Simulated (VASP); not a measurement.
# Sc12Pd in VASP: single point with LDA

Aim: the single point of Sc12Pd with LDA.

Everything below comes from runs of VASP 6.6.1. Logs are shortened: lines on timing, memory, paths and dates and some standing lists are left out, and cuts for length are marked.

### 1 The cell of the first run

The cell holds a slab with vacuum, 13 atoms: a = 6.620 Å, b = 6.620 Å, c = 18.276 Å, α = 90.00°, β = 90.00°, γ = 60.00°.

### 2 Single point, LDA

File INCAR:

```
SYSTEM = Sc12Pd
ALGO     = Normal         ! electronic algorithm
EDIFF    = 1E-6           ! SCF threshold, eV
ENCUT    = 520            ! plane-wave cutoff, eV
GGA      = CA             ! functional
ISIF     = 2              ! what is computed and relaxed
ISMEAR   = -1             ! smearing method
LASPH    = .True.         ! aspherical terms in the spheres
LCHARG   = .True.         ! write CHGCAR
LELF     = .True.         ! ELF
LREAL    = .False.        ! projectors in reciprocal space
LVHAR    = .True.       
LWAVE    = .False.        ! write WAVECAR
NBANDS   = 83             ! bands
NELM     = 100            ! most SCF steps
PREC     = Accurate       ! precision mode
SIGMA    = 0.15           ! smearing width, eV
```

File KPOINTS:

```
k-points
0
Gamma
  3 3 1
  0 0 0
```

File POSCAR:

```
Sc12Pd
1.0
    6.6200000000      0.0000000000      0.0000000000
    3.3100000000      5.7330880000      0.0000000000
    0.0000000000      0.0000000000     18.2761400000
Sc Pd
12 1
Direct
    0.0000000000      0.0000000000      0.0547160943
    0.5000000000      0.0000000000      0.0547160943
    0.0000000000      0.5000000000      0.0547160943
    0.5000000000      0.5000000000      0.0547160943
   -0.1649574777      0.3350354992      0.1851342789
    0.3299223336      0.3350335805      0.1851340053
   -0.1649690405      0.8299347577      0.1851422675
    0.3333259885      0.8333362404      0.1855590404
   -0.0114296099      0.0057232682      0.3184747436
    0.5057017696      0.0057227449      0.3184689437
    0.0000051159      0.4999912787      0.3218716863
    0.5056875530      0.4886209666      0.3184588759
    0.6666098269      0.1667492283      0.4132860659
```

Potentials or basis: VASP PAW LDA potentials, release 64 (Sc_sv, Pd).

Run with:

```sh
$ cat potpaw_LDA.64/Sc_sv/POTCAR potpaw_LDA.64/Pd/POTCAR > POTCAR
$ mpirun -np 1 vasp_std > vasp.out
```

OUTCAR:

```text
SYSTEM = Sc12Pd
   EDIFF = 1E-6
   ENCUT = 520
   GGA = CA
   ISIF = 2
   ISMEAR = -1
   LASPH = .True.
   LREAL = .False.
   NELM = 100
   PREC = Accurate

 ion  position               nearest neighbor table
   1  0.000  0.000  0.055-   8 3.06   5 3.06   7 3.06   3 3.31   3 3.31   4 3.31   4 3.31   2 3.31
                             2 3.31
   2  0.500  0.000  0.055-   8 3.06   6 3.06   7 3.06   4 3.31   3 3.31   4 3.31   3 3.31   1 3.31
                             1 3.31
   3  0.000  0.500  0.055-   6 3.04   5 3.04   7 3.04   1 3.31   1 3.31   2 3.31   2 3.31   4 3.31
                             4 3.31
   4  0.500  0.500  0.055-   8 3.06   5 3.06   6 3.06   2 3.31   1 3.31   2 3.31   1 3.31   3 3.31
                             3 3.31
   5  0.835  0.335  0.185-   3 3.04   1 3.06   4 3.06  12 3.08   9 3.08  11 3.13   6 3.28   7 3.28
                             8 3.31   8 3.31   7 3.34   6 3.34
   6  0.330  0.335  0.185-   3 3.04   2 3.06   4 3.06  12 3.08  10 3.08  11 3.13   5 3.28   7 3.28
                             8 3.31   8 3.31   7 3.34   5 3.34
   7  0.835  0.830  0.185-   3 3.04   2 3.06   1 3.06  10 3.08   9 3.08  11 3.13   5 3.28   6 3.28
                             8 3.31   8 3.31   6 3.34   5 3.34
   8  0.333  0.833  0.186-   1 3.06   4 3.06   2 3.06  12 3.13  10 3.13   9 3.13   5 3.31   6 3.31
                             7 3.31   7 3.31   6 3.31   5 3.31
   9  0.989  0.006  0.318-  13 2.53   7 3.08   5 3.08   8 3.13  10 3.20  12 3.20  11 3.31  11 3.31
                            12 3.42  10 3.42
  10  0.506  0.006  0.318-  13 2.53   7 3.08   6 3.08   8 3.13   9 3.20  12 3.20  11 3.31  11 3.31
                            12 3.42   9 3.42
  11  0.000  0.500  0.322-   7 3.13   6 3.13   5 3.13  10 3.31   9 3.31  12 3.31  12 3.31   9 3.31
                            10 3.31
  12  0.506  0.489  0.318-  13 2.53   6 3.08   5 3.08   8 3.13   9 3.20  10 3.20  11 3.31  11 3.31
                            10 3.42   9 3.42
  13  0.667  0.167  0.413-  12 2.53  10 2.53   9 2.53

  LATTYP: Found a hexagonal cell.
 ALAT       =     6.6199998501
 C/A-ratio  =     2.7607462861

  Lattice vectors:

 A1 = (  -3.3100000000,  -5.7330880000,   0.0000000000)
 A2 = (   6.6200000000,   0.0000000000,   0.0000000000)
 A3 = (   0.0000000000,   0.0000000000,  18.2761400000)

Analysis of symmetry for initial positions (statically):
=====================================================================
 Subroutine PRICEL returns:
 Original cell was already a primitive cell.

 Routine SETGRP: Setting up the symmetry group for a
 hexagonal supercell.

 Subroutine GETGRP returns: Found  1 space group operations
 (whereof  1 operations were pure point group operations)
[... 134 lines left out ...]
   EFERMI_NEDOS =   21; number of points for ismear=-14 and -15
   IALGO  =     38    algorithm
   IMIX   =      4    mixing-type and parameters
     AMIX     =   0.40;   BMIX     =  1.00
     AMIX_MAG =   1.60;   BMIX_MAG =  1.00
  volume/ion in A,a.u.               =      53.36       360.07
  Fermi-wavevector in a.u.,A,eV,Ry     =   0.964852  1.823305 12.666193  0.930939
  Thomas-Fermi vector in A             =   2.094518
   LORBIT       =      0    0 simple, 1 ext, 2 COOP (PROOUT), +10 PAW based schemes
   GGA     = CA    functional components
   LHFCALC =     F    Hartree Fock is set to
   AEXX    =    0.0000 exact exchange contribution
   IVDW    =     0    specifies the selected vdW correction
   LEPSILON=     F    determine dielectric tensor
   LRPA    =     F    only Hartree local field effects (RPA)
 non-spin polarized calculation
  energy-cutoff  :      520.00
  volume of cell :      693.64
 maximum number of plane-waves:     18727
 NGX is ok and might be reduce to    50
   NGX = 25   NGY = 25   NGZ = 67

 number of electron     141.9999989 magnetization

 Free energy of the ion-electron system (eV)
  ---------------------------------------------------
  ext. energy  EPLUGINS =         0.00000000
  ---------------------------------------------------
  free energy    TOTEN  =       -82.08212864 eV

  energy without entropy =      -80.31978596  energy(sigma->0) =      -81.20095730

 E-fermi :  -0.3743     XC(G=0):  -5.5769

 val. band max:       -0.3897292233   @ k =   0.0000   0.3333   0.0000
 cond. band min:      -0.3737469864   @ k =  -0.3333   0.3333   0.0000
 fundamental gap:      0.0159822369
 Fermi energy:        -0.3743271643

 k-point     1 :       0.0000    0.0000    0.0000
  band No.  band energies     occupation
      1     -49.5614      2.00000
      2     -49.4273      2.00000
      3     -49.3926      2.00000
      4     -49.3926      2.00000
      5     -49.3819      2.00000
      6     -49.2437      2.00000
[... 419 lines left out ...]
     82       0.3063      0.02118
     83       0.3981      0.01154

------------------------ aborting loop because EDIFF is reached ----------------------------------------

  FORCE on cell =-STRESS in cart. coord.  units (eV):
  Direction    XX          YY          ZZ          XY          YZ          ZX
  --------------------------------------------------------------------------------------
  -------------------------------------------------------------------------------------
  Total       -7.3737308     -7.3710723      0.2196394     -0.0002850     -0.0005755      0.0000509
  in kB      -17.0320447    -17.0259040      0.5073292     -0.0006582     -0.0013294      0.0001176
  external PRESSURE =     -11.1835399 kB  Pullay stress =       0.0000000 kB

 VOLUME and BASIS-vectors are now :
 -----------------------------------------------------------------------------
  energy-cutoff  :      520.00
  volume of cell :      693.64
      direct lattice vectors                 reciprocal lattice vectors
     6.620000000  0.000000000  0.000000000     0.151057402 -0.087213034  0.000000000
     3.310000000  5.733088000  0.000000000     0.000000000  0.174426068  0.000000000
     0.000000000  0.000000000 18.276140000     0.000000000  0.000000000  0.054716149

 POSITION                                       TOTAL-FORCE (eV/Angst)
 -----------------------------------------------------------------------------------
      0.00000      0.00000      1.00000         0.031872     -0.018472      0.008337
      3.31000      0.00000      1.00000        -0.031922     -0.018468      0.008201
      1.65500      2.86654      1.00000         0.000012      0.000142     -0.069020
      4.96500      2.86654      1.00000        -0.000028      0.036842      0.008220
      6.63695      1.92079      3.38354        -0.005570     -0.003117      0.001000
      3.29305      1.92078      3.38353         0.005516     -0.002952      0.000861
      8.27499      4.75809      3.38369         0.000116      0.005932      0.000411
      4.96496      4.77759      3.39130         0.000037      0.000253      0.003482
      6.56328      0.03281      5.82049         0.031608     -0.018153     -0.018360
      3.36669      0.03281      5.82038        -0.031676     -0.018228     -0.018182
      1.65500      2.86649      5.88257        -0.000014      0.000153      0.008702
      4.96499      2.80131      5.82020         0.000025      0.036197     -0.018328
      4.96490      0.95599      7.55327         0.000024     -0.000129      0.084675
 -----------------------------------------------------------------------------------
    total drift:                                0.000000      0.000002     -0.000802

  FREE ENERGIE OF THE ION-ELECTRON SYSTEM (eV)
  ---------------------------------------------------
  free  energy   TOTEN  =       -82.0821286401 eV

  energy  without entropy=      -80.3197859581  energy(sigma->0) =      -81.20095730
```

Run time: 36 min. Hardware: 1 thread of AMD EPYC 7R43 (Zen 3), shared host; peak memory 0.67 GiB.

What came out:

```yaml
Free_energy: -82.0821 eV
Largest_force: 0.085 eV/Å
Band_gap_on_the_k_mesh: zero (bands 71 and 72 overlap by 0.12 eV)
```

Forces in eV/Å, atoms in the order of the input:
```
Sc   0.032 -0.018  0.008
Sc  -0.032 -0.018  0.008
Sc   0.000  0.000 -0.069
Sc   0.000  0.037  0.008
Sc  -0.006 -0.003  0.001
Sc   0.006 -0.003  0.001
Sc   0.000  0.006  0.000
Sc   0.000  0.000  0.003
Sc   0.032 -0.018 -0.018
Sc  -0.032 -0.018 -0.018
Sc   0.000  0.000  0.009
Sc   0.000  0.036 -0.018
Pd   0.000  0.000  0.085
```

Caveat: the k points lie up to 0.37 Å⁻¹ apart.
